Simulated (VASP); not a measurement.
# CrO2 (P-3m1) in VASP: single point with PBE

Aim: the single point of CrO2 with PBE.

All numbers are computed with VASP 6.6.1; they aren't measurements. Logs are shortened: lines on timing, memory, paths and dates and some standing lists are left out, and cuts for length are marked.

## Step 1: The cell of the first run

Symmetry: P-3m1, No. 164, trigonal system. Conventional cell: a = 2.894 Å, b = 2.894 Å, c = 5.343 Å, α = 90.00°, β = 90.00°, γ = 120.00°. Within 2.5 Å of Cr (site symmetry -3m) lie 6 O at 1.92 Å. O (site symmetry 3m) has 3 Cr at 1.92 Å and 3 O at 2.53 Å within 2.6 Å.

## Step 2: Single point, PBE

Input file INCAR:

```
PREC = Accurate
ENCUT = 700
EDIFF = 1E-6
ISMEAR = 0
SIGMA = 0.1
LREAL = F
LASPH = T
NELM = 120
ALGO = Normal
ISIF = 2
LWAVE = F
LCHARG = T
GGA = PE
LELF = T
LVHAR = T
NBANDS = 20
GGA_COMPAT = F
```

Input file KPOINTS:

```
Automatic mesh
0
Gamma
  18 18 8
```

Input file POSCAR:

```
CrO2
1.0
    2.8937217999      0.0000000000      0.0000000000
   -1.4468609000      2.5060365902      0.0000000000
    0.0000000000      0.0000000000      5.3431273234
Cr O
1 2
Direct
    0.0000000000      0.0000000000      0.0000000000
    0.3333333333      0.6666666667      0.1774269764
    0.6666666667      0.3333333333      0.8225730236
```

Potentials or basis: VASP PAW PBE potentials, release 64 (Cr_sv, O).

On the command line:

```
cat potpaw_PBE.64/Cr_sv/POTCAR potpaw_PBE.64/O/POTCAR > POTCAR
mpirun -np 1 vasp_std > vasp.out
```

OUTCAR:

```text
PREC = Accurate
   ENCUT = 700
   EDIFF = 1E-6
   ISMEAR = 0
   LREAL = F
   LASPH = T
   NELM = 120
   ISIF = 2
   GGA = PE

 ion  position               nearest neighbor table
   1  0.000  0.000  0.000-   2 1.92   3 1.92   3 1.92   2 1.92   3 1.92   2 1.92
   2  0.333  0.667  0.177-   1 1.92   1 1.92   1 1.92
   3  0.667  0.333  0.823-   1 1.92   1 1.92   1 1.92

  LATTYP: Found a hexagonal cell.
 ALAT       =     2.8937217999
 C/A-ratio  =     1.8464550820

  Lattice vectors:

 A1 = (   2.8937217999,   0.0000000000,   0.0000000000)
 A2 = (  -1.4468609000,   2.5060365902,   0.0000000000)
 A3 = (   0.0000000000,   0.0000000000,   5.3431273234)

Analysis of symmetry for initial positions (statically):
=====================================================================
 Subroutine PRICEL returns:
 Original cell was already a primitive cell.

 Routine SETGRP: Setting up the symmetry group for a
 hexagonal supercell.

 Subroutine GETGRP returns: Found 12 space group operations
 (whereof 12 operations were pure point group operations)
 out of a pool of 24 trial point group operations.

The static configuration has the point symmetry D_3d.

Analysis of symmetry for dynamics (positions and initial velocities):
=====================================================================
 Subroutine PRICEL returns:
 Original cell was already a primitive cell.

 Routine SETGRP: Setting up the symmetry group for a
 hexagonal supercell.

 Subroutine GETGRP returns: Found 12 space group operations
 (whereof 12 operations were pure point group operations)
 out of a pool of 24 trial point group operations.

The dynamic configuration has the point symmetry D_3d.

 Subroutine INISYM returns: Found 12 space group operations
 (whereof 12 operations are pure point group operations),
 and found     1 'primitive' translations

----------------------------------------------------------------------------------------

                                     Primitive cell

  volume of cell :      38.7471

  direct lattice vectors                    reciprocal lattice vectors
     2.893721800  0.000000000  0.000000000     0.345575722  0.199518236  0.000000000
    -1.446860900  2.506036590  0.000000000     0.000000000  0.399036472  0.000000000
     0.000000000  0.000000000  5.343127323     0.000000000  0.000000000  0.187156311

  length of vectors
     2.893721800  2.893721800  5.343127323     0.399036472  0.399036472  0.187156311

  position of ions in fractional coordinates (direct lattice)
     0.000000000  0.000000000  0.000000000
     0.333333333  0.666666667  0.177426976
     0.666666667  0.333333333  0.822573024

  ion indices of the primitive-cell ions
   primitive index   ion index
                 1           1
                 2           2
                 3           3

----------------------------------------------------------------------------------------

 KPOINTS: Automatic mesh

Automatic generation of k-mesh.
 Grid dimensions read from file:
 generate k-points for:   18   18    8

 Generating k-lattice:

  Cartesian coordinates                     Fractional coordinates (reciprocal lattice)
     0.019198651  0.011084346  0.000000000     0.055555556  0.000000000  0.000000000
     0.000000000  0.022168693  0.000000000     0.000000000  0.055555556  0.000000000
     0.000000000  0.000000000  0.023394539     0.000000000  0.000000000  0.125000000

  Length of vectors
     0.022168693  0.022168693  0.023394539

  Shift w.r.t. Gamma in fractional coordinates (k-lattice)
     0.000000000  0.000000000  0.000000000

 Subroutine IBZKPT returns following result:
 ===========================================

 Found    266 irreducible k-points:

 Following reciprocal coordinates:
            Coordinates               Weight
  0.000000  0.000000  0.000000      1.000000
  0.055556 -0.000000  0.000000      6.000000
  0.111111 -0.000000  0.000000      6.000000
  0.166667  0.000000  0.000000      6.000000
  0.222222  0.000000  0.000000      6.000000
  0.277778 -0.000000  0.000000      6.000000
[... 16 lines left out ...]
  0.333333  0.111111  0.000000     12.000000
  0.388889  0.111111  0.000000     12.000000
 [... further k-points ...]
   k-points           NKPTS =    266   k-points in BZ     NKDIM =    266   number of bands    NBANDS=     20
   number of dos      NEDOS =    301   number of ions     NIONS =      3
   total plane-waves  NPLWV =  37632
   dimension x,y,z NGX =    28 NGY =   28 NGZ =   48
   dimension x,y,z NGXF=    56 NGYF=   56 NGZF=   96
   ions per type =               1   2
   NGX,Y,Z   is equivalent  to a cutoff of  16.09, 16.09, 14.93 a.u.
   NGXF,Y,Z  is equivalent  to a cutoff of  32.17, 32.17, 29.87 a.u.
 SYSTEM =  unknown system
   PREC   = accura    normal or accurate (medium, high low for compatibility)
   ISTART =      0    job   : 0-new  1-cont  2-samecut
   ICHARG =      2    charge: 1-file 2-atom 10-const
   ISPIN  =      1    spin polarized calculation?
   LNONCOLLINEAR =      F non collinear calculations
   LSORBIT =      F    spin-orbit coupling
   LASPH  =      T    aspherical Exc in radial PAW
   ENCUT  =  700.0 eV  51.45 Ry    7.17 a.u.   6.24  6.24 11.53*2*pi/ulx,y,z
   NELM   =    120;   NELMIN=  2; NELMDL= -5     # of ELM steps
   EDIFF  = 0.1E-05   stopping-criterion for ELM
   LREAL  =      F    real-space projection
   EDIFFG = 0.1E-04   stopping-criterion for IOM
   NSW    =      0    number of steps for IOM
   IBRION =     -1    ionic relax: 0-MD 1-quasi-New 2-CG
   NFREE  =      0    steps in history (QN), initial steepest desc. (CG)
   ISIF   =      2    stress and relaxation
   ISYM   =      2    0-nonsym 1-usesym 2-fastsym
   POTIM  = 0.5000    time-step for ionic-motion
   TEBEG  =    0.0;   TEEND  =   0.0 temperature during run
   PSTRESS=    0.0 pullay stress
   NELECT =      26.0000    total number of electrons
   NUPDOWN=      -1.0000    fix difference up-down
   EMIN   =  10.00;   EMAX   =-10.00  energy-range for DOS
   EFERMI =   0.00;   METHOD = LEGACY
   ISMEAR =     0;   SIGMA  =   0.10  broadening in eV -4-tet -1-fermi 0-gaus
   EFERMI_NEDOS =   21; number of points for ismear=-14 and -15
   IALGO  =     38    algorithm
   IMIX   =      4    mixing-type and parameters
     AMIX     =   0.40;   BMIX     =  1.00
     AMIX_MAG =   1.60;   BMIX_MAG =  1.00
  volume/ion in A,a.u.               =      12.92        87.16
  Fermi-wavevector in a.u.,A,eV,Ry     =   1.433242  2.708434 27.948832  2.054181
  Thomas-Fermi vector in A             =   2.552781
   LORBIT       =      0    0 simple, 1 ext, 2 COOP (PROOUT), +10 PAW based schemes
   GGA     = PE    functional components
   LHFCALC =     F    Hartree Fock is set to
   AEXX    =    0.0000 exact exchange contribution
   IVDW    =     0    specifies the selected vdW correction
   LEPSILON=     F    determine dielectric tensor
   LRPA    =     F    only Hartree local field effects (RPA)
 non-spin polarized calculation
 Gauss-broadening in eV      SIGMA  =   0.10
  energy-cutoff  :      700.00
  volume of cell :       38.75
 maximum number of plane-waves:      1658
 NGX is ok and might be reduce to    28
   NGX = 13   NGY = 13   NGZ = 23

 number of electron      25.9999993 magnetization

 Free energy of the ion-electron system (eV)
  ---------------------------------------------------
  ext. energy  EPLUGINS =         0.00000000
  ---------------------------------------------------
  free energy    TOTEN  =       -24.17202537 eV

  energy without entropy =      -24.13251636  energy(sigma->0) =      -24.15227087

 E-fermi :   3.5148     XC(G=0):  -9.6741

 val. band max:        3.5131875958   @ k =   0.2222   0.1667   0.1250
 cond. band min:       3.5155190597   @ k =   0.4444   0.0556   0.0000
 fundamental gap:      0.0023314639
 Fermi energy:         3.5147546435

 k-point     1 :       0.0000    0.0000    0.0000
  band No.  band energies     occupation
      1     -69.3762      2.00000
      2     -40.7129      2.00000
      3     -40.7129      2.00000
      4     -40.4148      2.00000
      5     -16.5409      2.00000
      6     -14.4837      2.00000
[... 12 lines left out ...]
     19      13.2213      0.00000
     20      15.4188      0.00000

 k-point     2 :       0.0556   -0.0000    0.0000
  band No.  band energies     occupation
      1     -69.3753      2.00000
      2     -40.7208      2.00000
      3     -40.7146      2.00000
      4     -40.4133      2.00000
      5     -16.5019      2.00000
      6     -14.4976      2.00000
[... 12 lines left out ...]
     19      13.3702      0.00000
     20      15.4783      0.00000

 k-point     3 :       0.1111   -0.0000    0.0000
  band No.  band energies     occupation
      1     -69.3727      2.00000
      2     -40.7439      2.00000
      3     -40.7195      2.00000
      4     -40.4090      2.00000
      5     -16.3885      2.00000
      6     -14.5375      2.00000
[... 12 lines left out ...]
     19      13.7752      0.00000
     20      15.6516      0.00000

 k-point     4 :       0.1667    0.0000    0.0000
  band No.  band energies     occupation
      1     -69.3686      2.00000
      2     -40.7791      2.00000
      3     -40.7270      2.00000
      4     -40.4024      2.00000
      5     -16.2113      2.00000
      6     -14.5984      2.00000
[... 12 lines left out ...]
     19      14.3422      0.00000
     20      15.9199      0.00000

 k-point     5 :       0.2222    0.0000    0.0000
  band No.  band energies     occupation
      1     -69.3636      2.00000
      2     -40.8220      2.00000
      3     -40.7362      2.00000
      4     -40.3943      2.00000
      5     -15.9882      2.00000
      6     -14.6721      2.00000
[... 12 lines left out ...]
     19      14.9715      0.00000
     20      16.2369      0.00000

 k-point     6 :       0.2778   -0.0000    0.0000
  band No.  band energies     occupation
      1     -69.3583      2.00000
      2     -40.8674      2.00000
      3     -40.7460      2.00000
      4     -40.3857      2.00000
      5     -15.7440      2.00000
      6     -14.7481      2.00000
[... 12 lines left out ...]
     19      15.5793      0.00000
     20      16.5014      0.00000

 k-point     7 :       0.3333    0.0000    0.0000
  band No.  band energies     occupation
      1     -69.3534      2.00000
      2     -40.9097      2.00000
      3     -40.7552      2.00000
      4     -40.3776      2.00000
      5     -15.5105      2.00000
      6     -14.8132      2.00000
[... 12 lines left out ...]
     19      16.0914      0.00000
     20      16.5300      0.00000
[... 277 lines left out ...]
 k-point    20 :       0.1667    0.1111    0.0000
  band No.  band energies     occupation
      1     -69.3617      2.00000
      2     -40.8327      2.00000
      3     -40.7458      2.00000
      4     -40.3912      2.00000
      5     -15.8986      2.00000
      6     -14.7013      2.00000
[... 12 lines left out ...]
     19      15.2290      0.00000
     20      16.4000      0.00000

 k-point    21 :       0.2222    0.1111    0.0000
  band No.  band energies     occupation
      1     -69.3567      2.00000
      2     -40.8718      2.00000
      3     -40.7586      2.00000
      4     -40.3831      2.00000
      5     -15.6657      2.00000
      6     -14.7729      2.00000
[... 12 lines left out ...]
     19      15.8096      0.00000
     20      16.6930      0.00000

 k-point    22 :       0.2778    0.1111    0.0000
  band No.  band energies     occupation
      1     -69.3520      2.00000
      2     -40.9082      2.00000
      3     -40.7706      2.00000
      4     -40.3754      2.00000
      5     -15.4429      2.00000
      6     -14.8350      2.00000
[... 12 lines left out ...]
     19      16.3245      0.00000
     20      16.7524      0.00000

 k-point    23 :       0.3333    0.1111    0.0000
  band No.  band energies     occupation
      1     -69.3482      2.00000
      2     -40.9378      2.00000
      3     -40.7804      2.00000
      4     -40.3692      2.00000
      5     -15.2662      2.00000
      6     -14.8732      2.00000
[... 12 lines left out ...]
     19      16.3485      0.00000
     20      16.7618      0.00000

 k-point    24 :       0.3889    0.1111    0.0000
  band No.  band energies     occupation
      1     -69.3457      2.00000
      2     -40.9570      2.00000
      3     -40.7868      2.00000
      4     -40.3652      2.00000
      5     -15.1674      2.00000
      6     -14.8774      2.00000
[... 12 lines left out ...]
     19      15.7014      0.00000
     20      17.0836      0.00000

 [... further k-points ...]

------------------------ aborting loop because EDIFF is reached ----------------------------------------

  FORCE on cell =-STRESS in cart. coord.  units (eV):
  Direction    XX          YY          ZZ          XY          YZ          ZX
  --------------------------------------------------------------------------------------
  -------------------------------------------------------------------------------------
  Total       -1.8355585     -1.8355585      0.3699459      0.0000000     -0.0000000      0.0000000
  in kB      -75.8995342    -75.8995342     15.2970998      0.0000000     -0.0000000      0.0000000
  external PRESSURE =     -45.5006562 kB  Pullay stress =       0.0000000 kB

 VOLUME and BASIS-vectors are now :
 -----------------------------------------------------------------------------
  energy-cutoff  :      700.00
  volume of cell :       38.75
      direct lattice vectors                 reciprocal lattice vectors
     2.893721800  0.000000000  0.000000000     0.345575722  0.199518236  0.000000000
    -1.446860900  2.506036590  0.000000000     0.000000000  0.399036472  0.000000000
     0.000000000  0.000000000  5.343127323     0.000000000  0.000000000  0.187156311

 POSITION                                       TOTAL-FORCE (eV/Angst)
 -----------------------------------------------------------------------------------
      0.00000      0.00000      0.00000         0.000000      0.000000      0.000000
     -0.00000      1.67069      0.94801         0.000000      0.000000      0.244643
      1.44686      0.83535      4.39511        -0.000000      0.000000     -0.244643
 -----------------------------------------------------------------------------------
    total drift:                                0.000000     -0.000000      0.000000

  FREE ENERGIE OF THE ION-ELECTRON SYSTEM (eV)
  ---------------------------------------------------
  free  energy   TOTEN  =       -24.1720253702 eV

  energy  without entropy=      -24.1325163642  energy(sigma->0) =      -24.15227087
```

It took 2.9 min on 1 thread of Intel Xeon Platinum 8559C (Emerald Rapids), shared host; peak memory 0.4 GiB.

Results:

* Free energy: -24.1720 eV
* Pressure: -4.6 GPa
* Largest force: 0.245 eV/Å
* Band gap on the k mesh: zero (bands 13 and 14 overlap by 0.75 eV)

Forces on the atoms (eV/Å):
```
Cr   0.000  0.000  0.000
O    0.000  0.000  0.245
O    0.000  0.000 -0.245
```

Caveat: the stress differs along the axes, from -8 to 2 GPa; the run has no spin polarisation, though such a crystal can be magnetic; semilocal functionals often make such compounds metallic where correlation or magnetic order opens a gap, which also shifts bond lengths.
